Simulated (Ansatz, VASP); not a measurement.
# One calculation of MgO, two programs

The input POSCAR:

```
MgO
1.0
    0.0000000000      2.0391023930      2.1440878316
    2.0391023930      0.0000000000      2.1440878316
    2.0391023930      2.0391023930      0.0000000000
Mg O
1 1
Direct
    0.0000000000      0.0000000000      0.0000000000
    0.5000000000      0.5000000000      0.5000000000
```

INCAR.step1

```
SYSTEM = MgO
PREC     = Accurate       ! precision mode
ENCUT    = 520            ! plane-wave cutoff, eV
ISMEAR   = 0              ! smearing method
SIGMA    = 0.01           ! smearing width, eV
LREAL    = .False.        ! projectors in reciprocal space
LASPH    = .True.         ! aspherical terms in the spheres
NELM     = 100            ! most SCF steps
NBANDS   = 11             ! bands
GGA      = PE             ! functional
ALGO     = Normal         ! electronic algorithm
EDIFF    = 1E-4           ! SCF threshold, eV
LWAVE    = .True.         ! write WAVECAR
LCHARG   = .False.        ! write CHGCAR
```

Contents of INCAR.step2:

```
SYSTEM = MgO
PREC     = Accurate       ! precision mode
ENCUT    = 520            ! plane-wave cutoff, eV
EDIFF    = 1E-7           ! SCF threshold, eV
ISMEAR   = 0              ! smearing method
SIGMA    = 0.01           ! smearing width, eV
LREAL    = .False.        ! projectors in reciprocal space
LASPH    = .True.         ! aspherical terms in the spheres
NELM     = 100            ! most SCF steps
ALGO     = Normal         ! electronic algorithm
ISIF     = 2              ! what is computed and relaxed
LWAVE    = .False.        ! write WAVECAR
LCHARG   = .False.        ! write CHGCAR
METAGGA  = R2SCAN         ! meta-GGA
LMIXTAU  = .True.       
NBANDS   = 11             ! bands
ISTART   = 1
```

KPOINTS

```
Automatic mesh
0
Gamma
  10 10 10
  0 0 0
```

Input for Ansatz:

```yaml
crystal:
  lattice:
    - [0.0, 2.039102393, 2.1440878316]
    - [2.039102393, 0.0, 2.1440878316]
    - [2.039102393, 2.039102393, 0.0]
  atoms:
    - { symbol: Mg, position: [0.0, 0.0, 0.0] }
    - { symbol: O, position: [0.5, 0.5, 0.5] }
kpoints:
  mp_grid: { grid: [10, 10, 10] }
  band_path:
    path:
      - [0.0, 0.0, 0.0]
      - [0.5, 0.0, 0.5]
      - [0.625, 0.25, 0.625]
      - [0.375, 0.375, 0.75]
      - [0.5, 0.5, 0.5]
      - [0.5, 0.25, 0.75]
    npoints: 1
hamiltonian:
  xc: r2scan
scf:
  occupations: { method: fixed }
  n_extra_bands: 4
output:
  forces: true
  stress: true
  eigenvalues: true
  write_density: true
  write_potential: true
  elf: true
  volumetric_format: npy
```

Change from the starting cell: epitaxial_xy strain -3.0%.

Alike in both runs: task single point; functional r2SCAN; k mesh 10 × 10 × 10; no spin polarisation.

|  | VASP | Ansatz |
| --- | --- | --- |
| version | VASP 6.6.1 | Ansatz 0.2.0 |
| potentials or method | VASP PAW PBE potentials, release 64 (Mg, O) | plane waves, PAW |
| plane-wave cutoff (eV) | 520 | 500 |
| occupations | gaussian, width 0.01 eV | fixed |
| valence electrons in the cell | 8 | 16 |

VASP gave:

```
gap on the k mesh at the Fermi level (eV)                     : 6.01
pressure (GPa)                                                : 7.3
traceless stress, the component that is largest in VASP (GPa) : -8.44
```

Problem. Estimate Ansatz's values.

Solution. gap on the k mesh at the Fermi level (eV): 6.04; pressure (GPa): 8.4; traceless stress, the component that is largest in VASP (GPa): -8.44.

VASP's potentials were made for PBE, not for r2SCAN. VASP's potentials hold 8 valence electrons a cell and Ansatz's 16, so a difference there can come from the potentials and not from the codes.
